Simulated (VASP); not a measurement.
# AlPtC4N4 (P-43m) in VASP: notebook

AlPtC4N4 is run at these levels: PBE; tasks: single point.

All numbers are computed with VASP 6.6.1; they aren't measurements. Logs are shortened: lines on timing, memory, paths and dates and some standing lists are left out, and cuts for length are marked.

**1. The cell of the first run**

Symmetry: P-43m, No. 215, cubic system. The conventional cell has a = 5.781 Å, b = 5.781 Å, c = 5.781 Å, α = 90.00°, β = 90.00°, γ = 90.00°. Al (site symmetry -43m) has 4 N at 1.84 Å within 2.4 Å. Pt (site symmetry -43m) has 4 C at 1.99 Å within 2.6 Å. C (site symmetry 3m) has 1 N at 1.18 Å within 1.6 Å. N (site symmetry 3m) has 1 C at 1.18 Å within 1.6 Å.

**2. Single point, PBE, collinear spin**

The input, INCAR:

```
PREC     = Accurate       # precision mode
ENCUT    = 700            # plane-wave cutoff, eV
EDIFF    = 1E-6           # SCF threshold, eV
ISMEAR   = 0              # smearing method
SIGMA    = 0.1            # smearing width, eV
LREAL    = False          # projectors in reciprocal space
LASPH    = True           # aspherical terms in the spheres
NELM     = 200            # most SCF steps
ALGO     = Normal         # electronic algorithm
ISIF     = 2              # what is computed and relaxed
LWAVE    = False          # write WAVECAR
LCHARG   = False          # write CHGCAR
ISPIN    = 2              # spin polarisation
MAGMOM   = 0 1 0 0 0 0 0 0 0 0 # initial moments
LORBIT   = 11             # projections on sites
LMAXMIX  = 4              # l up to which the mixer works
GGA      = PE             # functional
NBANDS   = 44             # bands
GGA_COMPAT= False
```

The input, KPOINTS:

```
Automatic mesh
0
Gamma
  4 4 4
```

The input, POSCAR:

```
AlPtC4N4
1.0
    5.7805298053      0.0000000000      0.0000000000
    0.0000000000      5.7805298053      0.0000000000
    0.0000000000      0.0000000000      5.7805298053
Al Pt C N
1 1 4 4
Direct
    0.5000000000      0.5000000000      0.5000000000
    0.0000000000      0.0000000000      0.0000000000
    0.1983165160      0.1983165160      0.1983165160
    0.1983165160      0.8016834840      0.8016834840
    0.8016834840      0.1983165160      0.8016834840
    0.8016834840      0.8016834840      0.1983165160
    0.3162116189      0.3162116189      0.3162116189
    0.3162116189      0.6837883811      0.6837883811
    0.6837883811      0.3162116189      0.6837883811
    0.6837883811      0.6837883811      0.3162116189
```

Potentials or basis: VASP PAW PBE potentials, release 64 (Al, Pt_sv_GW, C, N).

On the command line:

```sh
cat potpaw_PBE.64/Al/POTCAR potpaw_PBE.64/Pt_sv_GW/POTCAR potpaw_PBE.64/C/POTCAR potpaw_PBE.64/N/POTCAR > POTCAR
mpirun -np 1 vasp_std > vasp.out
```

OUTCAR:

```text
PREC = Accurate
   ENCUT = 700
   EDIFF = 1E-6
   ISMEAR = 0
   LREAL = False
   LASPH = True
   NELM = 200
   ISIF = 2
   ISPIN = 2
   LORBIT = 11
   GGA = PE

 ion  position               nearest neighbor table
   1  0.500  0.500  0.500-   7 1.84   8 1.84   9 1.84  10 1.84
   2  0.000  0.000  0.000-   3 1.99   4 1.99   5 1.99   6 1.99
   3  0.198  0.198  0.198-   7 1.18   2 1.99
   4  0.198  0.802  0.802-   8 1.18   2 1.99
   5  0.802  0.198  0.802-   9 1.18   2 1.99
   6  0.802  0.802  0.198-  10 1.18   2 1.99
   7  0.316  0.316  0.316-   3 1.18   1 1.84
   8  0.316  0.684  0.684-   4 1.18   1 1.84
   9  0.684  0.316  0.684-   5 1.18   1 1.84
  10  0.684  0.684  0.316-   6 1.18   1 1.84

  LATTYP: Found a simple cubic cell.
 ALAT       =     5.7805298053

  Lattice vectors:

 A1 = (   5.7805298053,   0.0000000000,   0.0000000000)
 A2 = (   0.0000000000,   5.7805298053,   0.0000000000)
 A3 = (   0.0000000000,   0.0000000000,   5.7805298053)

Analysis of symmetry for initial positions (statically):
=====================================================================
 Subroutine PRICEL returns:
 Original cell was already a primitive cell.

 Routine SETGRP: Setting up the symmetry group for a
 simple cubic supercell.

 Subroutine GETGRP returns: Found 24 space group operations
 (whereof 24 operations were pure point group operations)
 out of a pool of 48 trial point group operations.

The static configuration has the point symmetry T_d .

Analysis of symmetry for dynamics (positions and initial velocities):
=====================================================================
 Subroutine PRICEL returns:
 Original cell was already a primitive cell.

 Routine SETGRP: Setting up the symmetry group for a
 simple cubic supercell.

 Subroutine GETGRP returns: Found 24 space group operations
 (whereof 24 operations were pure point group operations)
 out of a pool of 48 trial point group operations.

The dynamic configuration has the point symmetry T_d .

Analysis of structural, dynamic, and magnetic symmetry:
=====================================================================
 Subroutine PRICEL returns:
 Original cell was already a primitive cell.

 Routine SETGRP: Setting up the symmetry group for a
 simple cubic supercell.

 Subroutine GETGRP returns: Found 24 space group operations
 (whereof 24 operations were pure point group operations)
 out of a pool of 48 trial point group operations.

The overall configuration has the point symmetry T_d .

 Subroutine INISYM returns: Found 24 space group operations
 (whereof 24 operations are pure point group operations),
 and found     1 'primitive' translations

----------------------------------------------------------------------------------------

                                     Primitive cell

  volume of cell :     193.1537

  direct lattice vectors                    reciprocal lattice vectors
     5.780529805  0.000000000  0.000000000     0.172994524  0.000000000  0.000000000
     0.000000000  5.780529805  0.000000000     0.000000000  0.172994524  0.000000000
     0.000000000  0.000000000  5.780529805     0.000000000  0.000000000  0.172994524

  length of vectors
     5.780529805  5.780529805  5.780529805     0.172994524  0.172994524  0.172994524

  position of ions in fractional coordinates (direct lattice)
     0.500000000  0.500000000  0.500000000
     0.000000000  0.000000000  0.000000000
     0.198316516  0.198316516  0.198316516
     0.198316516  0.801683484  0.801683484
     0.801683484  0.198316516  0.801683484
     0.801683484  0.801683484  0.198316516
     0.316211619  0.316211619  0.316211619
     0.316211619  0.683788381  0.683788381
     0.683788381  0.316211619  0.683788381
     0.683788381  0.683788381  0.316211619

  ion indices of the primitive-cell ions
   primitive index   ion index
                 1           1
                 2           2
                 3           3
                 4           4
                 5           5
                 6           6
                 7           7
                 8           8
                 9           9
                10          10

----------------------------------------------------------------------------------------

 KPOINTS: Automatic mesh

Automatic generation of k-mesh.
 Grid dimensions read from file:
 generate k-points for:    4    4    4

 Generating k-lattice:

[... 20 lines left out ...]
  0.500000  0.000000  0.000000      3.000000
  0.250000  0.250000  0.000000     12.000000
  0.500000  0.250000  0.000000     12.000000
  0.500000  0.500000  0.000000      3.000000
  0.250000  0.250000  0.250000      8.000000
  0.500000  0.250000  0.250000     12.000000
  0.500000  0.500000  0.250000      6.000000
  0.500000  0.500000  0.500000      1.000000
   k-points           NKPTS =     10   k-points in BZ     NKDIM =     10   number of bands    NBANDS=     44
   number of dos      NEDOS =    301   number of ions     NIONS =     10
   total plane-waves  NPLWV = 125000
   dimension x,y,z NGX =    50 NGY =   50 NGZ =   50
   dimension x,y,z NGXF=   100 NGYF=  100 NGZF=  100
   ions per type =               1   1   4   4
   NGX,Y,Z   is equivalent  to a cutoff of  14.38, 14.38, 14.38 a.u.
   NGXF,Y,Z  is equivalent  to a cutoff of  28.76, 28.76, 28.76 a.u.
 SYSTEM =  unknown system
   PREC   = accura    normal or accurate (medium, high low for compatibility)
   ISTART =      0    job   : 0-new  1-cont  2-samecut
   ICHARG =      2    charge: 1-file 2-atom 10-const
   ISPIN  =      2    spin polarized calculation?
   LNONCOLLINEAR =      F non collinear calculations
   LSORBIT =      F    spin-orbit coupling
   LASPH  =      T    aspherical Exc in radial PAW
   ENCUT  =  700.0 eV  51.45 Ry    7.17 a.u.  12.47 12.47 12.47*2*pi/ulx,y,z
   NELM   =    200;   NELMIN=  2; NELMDL= -5     # of ELM steps
   EDIFF  = 0.1E-05   stopping-criterion for ELM
   LREAL  =      F    real-space projection
   EDIFFG = 0.1E-04   stopping-criterion for IOM
   NSW    =      0    number of steps for IOM
   IBRION =     -1    ionic relax: 0-MD 1-quasi-New 2-CG
   NFREE  =      0    steps in history (QN), initial steepest desc. (CG)
   ISIF   =      2    stress and relaxation
   ISYM   =      2    0-nonsym 1-usesym 2-fastsym
   POTIM  = 0.5000    time-step for ionic-motion
   TEBEG  =    0.0;   TEEND  =   0.0 temperature during run
   PSTRESS=    0.0 pullay stress
   NELECT =      57.0000    total number of electrons
   NUPDOWN=      -1.0000    fix difference up-down
   EMIN   =  10.00;   EMAX   =-10.00  energy-range for DOS
   EFERMI =   0.00;   METHOD = LEGACY
   ISMEAR =     0;   SIGMA  =   0.10  broadening in eV -4-tet -1-fermi 0-gaus
   EFERMI_NEDOS =   21; number of points for ismear=-14 and -15
   IALGO  =     38    algorithm
   IMIX   =      4    mixing-type and parameters
     AMIX     =   0.40;   BMIX     =  1.00
     AMIX_MAG =   1.60;   BMIX_MAG =  1.00
  volume/ion in A,a.u.               =      19.32       130.35
  Fermi-wavevector in a.u.,A,eV,Ry     =   1.089930  2.059670 16.163020  1.187948
  Thomas-Fermi vector in A             =   2.226144
   LORBIT       =     11    0 simple, 1 ext, 2 COOP (PROOUT), +10 PAW based schemes
   GGA     = PE    functional components
   LHFCALC =     F    Hartree Fock is set to
   AEXX    =    0.0000 exact exchange contribution
   IVDW    =     0    specifies the selected vdW correction
   LEPSILON=     F    determine dielectric tensor
   LRPA    =     F    only Hartree local field effects (RPA)
 spin polarized calculation
 Gauss-broadening in eV      SIGMA  =   0.10
  energy-cutoff  :      700.00
  volume of cell :      193.15
 maximum number of plane-waves:      8217
 NGX is ok and might be reduce to    50
   NGX = 25   NGY = 25   NGZ = 25

 number of electron      56.9999998 magnetization       0.9948996

 Free energy of the ion-electron system (eV)
  ---------------------------------------------------
  ext. energy  EPLUGINS =         0.00000000
  ---------------------------------------------------
  free energy    TOTEN  =       -78.52529658 eV

  energy without entropy =      -78.47517670  energy(sigma->0) =      -78.50023664

 E-fermi :  -0.2260     XC(G=0):  -7.5426

 val. band max:       -0.2320019102   @ k =   0.5000   0.2500   0.0000
 cond. band min:      -0.2069035039   @ k =   0.5000   0.2500   0.2500
 fundamental gap:      0.0250984062
 Fermi energy:        -0.2260041954

 spin component 1

 k-point     1 :       0.0000    0.0000    0.0000
  band No.  band energies     occupation
      1     -99.1363      1.00000
      2     -53.2617      1.00000
      3     -53.2617      1.00000
      4     -53.2617      1.00000
      5     -18.1526      1.00000
      6     -17.9136      1.00000
[... 419 lines left out ...]
     39       7.1961      0.00000
     40       7.1961      0.00000
 Fermi energy:        -0.2260041954

 spin component 2

 k-point     1 :       0.0000    0.0000    0.0000
  band No.  band energies     occupation
      1     -98.9065      1.00000
      2     -52.9820      1.00000
      3     -52.9820      1.00000
      4     -52.9820      1.00000
      5     -18.0919      1.00000
      6     -17.8524      1.00000
[... 419 lines left out ...]
     39       7.2669      0.00000
     40       7.2669      0.00000
 [bands above 40 left out]

------------------------ aborting loop because EDIFF is reached ----------------------------------------

  FORCE on cell =-STRESS in cart. coord.  units (eV):
  Direction    XX          YY          ZZ          XY          YZ          ZX
  --------------------------------------------------------------------------------------
  -------------------------------------------------------------------------------------
  Total        0.1548883      0.1548883      0.1548883      0.0000000     -0.0000000      0.0000000
  in kB        1.2847724      1.2847724      1.2847724      0.0000000     -0.0000000      0.0000000
  external PRESSURE =       1.2847724 kB  Pullay stress =       0.0000000 kB

 VOLUME and BASIS-vectors are now :
 -----------------------------------------------------------------------------
  energy-cutoff  :      700.00
  volume of cell :      193.15
      direct lattice vectors                 reciprocal lattice vectors
     5.780529805  0.000000000  0.000000000     0.172994524  0.000000000  0.000000000
     0.000000000  5.780529805  0.000000000     0.000000000  0.172994524  0.000000000
     0.000000000  0.000000000  5.780529805     0.000000000  0.000000000  0.172994524

 POSITION                                       TOTAL-FORCE (eV/Angst)
 -----------------------------------------------------------------------------------
      2.89026      2.89026      2.89026         0.000000      0.000000     -0.000000
      0.00000      0.00000      0.00000         0.000000     -0.000000     -0.000000
      1.14637      1.14637      1.14637        -0.107483     -0.107483     -0.107483
      1.14637      4.63416      4.63416        -0.107483      0.107483      0.107483
      4.63416      1.14637      4.63416         0.107483     -0.107483      0.107483
      4.63416      4.63416      1.14637         0.107483      0.107483     -0.107483
      1.82787      1.82787      1.82787         0.157483      0.157483      0.157483
      1.82787      3.95266      3.95266         0.157483     -0.157483     -0.157483
      3.95266      1.82787      3.95266        -0.157483      0.157483     -0.157483
      3.95266      3.95266      1.82787        -0.157483     -0.157483      0.157483
 -----------------------------------------------------------------------------------
    total drift:                                0.000000      0.000000      0.000000

  FREE ENERGIE OF THE ION-ELECTRON SYSTEM (eV)
  ---------------------------------------------------
  free  energy   TOTEN  =       -78.5252965766 eV

  energy  without entropy=      -78.4751766997  energy(sigma->0) =      -78.50023664

 total charge

# of ion       s       p       d       f       tot
--------------------------------------------------
    1        0.334   0.424   0.000   0.000   0.758
    2        4.376   6.182   7.316   0.028  17.901
    3        0.943   1.584   0.000   0.000   2.527
    4        0.943   1.584   0.000   0.000   2.527
    5        0.943   1.584   0.000   0.000   2.527
    6        0.943   1.584   0.000   0.000   2.527
    7        1.281   2.664   0.000   0.000   3.945
    8        1.281   2.664   0.000   0.000   3.945
    9        1.281   2.664   0.000   0.000   3.945
   10        1.281   2.664   0.000   0.000   3.945
--------------------------------------------------
tot         13.606  23.598   7.316   0.028  44.548

 magnetization (x)

# of ion       s       p       d       f       tot
--------------------------------------------------
    1       -0.000   0.000   0.000   0.000   0.000
    2        0.018   0.026   0.380  -0.000   0.424
    3        0.010   0.013   0.000   0.000   0.023
    4        0.010   0.013   0.000   0.000   0.023
    5        0.010   0.013   0.000   0.000   0.023
    6        0.010   0.013   0.000   0.000   0.023
    7        0.002   0.035   0.000   0.000   0.038
    8        0.002   0.035   0.000   0.000   0.038
    9        0.002   0.035   0.000   0.000   0.038
   10        0.002   0.035   0.000   0.000   0.038
--------------------------------------------------
tot          0.069   0.220   0.380  -0.000   0.669
```

Run time: 14 min. Hardware: 1 thread of AMD EPYC 7R43 (Zen 3), shared host; peak memory 0.5 GiB.

Results:

| Quantity | Value |
| --- | --- |
| Free energy | -78.5253 eV |
| Pressure | 0.1 GPa |
| Largest force | 0.273 eV/Å |
| Band gap on the k mesh | zero (filled and empty bands overlap) |
| Net moment | 0.99 μB per cell |
| Site moments | Al +0.00; Pt +0.42; C +0.02; N +0.04 μB |
| Valence electrons inside the program's atomic spheres | Al 0.76; Pt 17.90; C 2.53; N 3.94 |

Forces in eV/Å, atoms in the order of the input:
```
Al   0.000  0.000  0.000
Pt   0.000  0.000  0.000
C   -0.107 -0.107 -0.107
C   -0.107  0.107  0.107
C    0.107 -0.107  0.107
C    0.107  0.107 -0.107
N    0.157  0.157  0.157
N    0.157 -0.157 -0.157
N   -0.157  0.157 -0.157
N   -0.157 -0.157  0.157
```

Caveat: spin-orbit coupling is left out, which moves the levels of the heavy elements.

(Part 1 of 2 ends here.)

The gap in the log of VASP goes by the Fermi energy; the results here count the filled bands.